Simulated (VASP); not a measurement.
A run of VASP 6.6.1 is set up as follows.

The input INCAR:

```
PREC = Accurate ; ENCUT = 520
EDIFF = 1E-7 ; ISMEAR = 0
SIGMA = 0.15 ; LREAL = False
LASPH = True ; NELM = 60
ALGO = Fast ; ISIF = 2
LWAVE = False ; LCHARG = False
GGA = PE ; NBANDS = 12
```

Contents of KPOINTS:

```
regular mesh
0
Gamma
  22 22 22
```

Contents of POSCAR:

```
Cu
1.0
    0.0000000000      1.8346125000      1.8346125000
    1.8346125000      0.0000000000      1.8346125000
    1.8346125000      1.8346125000      0.0000000000
Cu
1
Direct
    0.0000000000      0.0000000000      0.0000000000
```

Potentials or basis: VASP PAW PBE potentials, release 64 (Cu).

The run is started by

```sh
$ cat potpaw_PBE.64/Cu/POTCAR > POTCAR
$ mpirun -np 1 vasp_std > vasp.out
```

(1) Predict the pressure.

(2) What does it give for the band gap on the k mesh?

## Answers

(1) -3.5 GPa.

(2) zero (an odd number of electrons rules out a gap without spin polarisation).

Caveat: the cell differs from its parent crystal (strain +0.015 along x and y, +0.015 along z); the cell stands under tension.
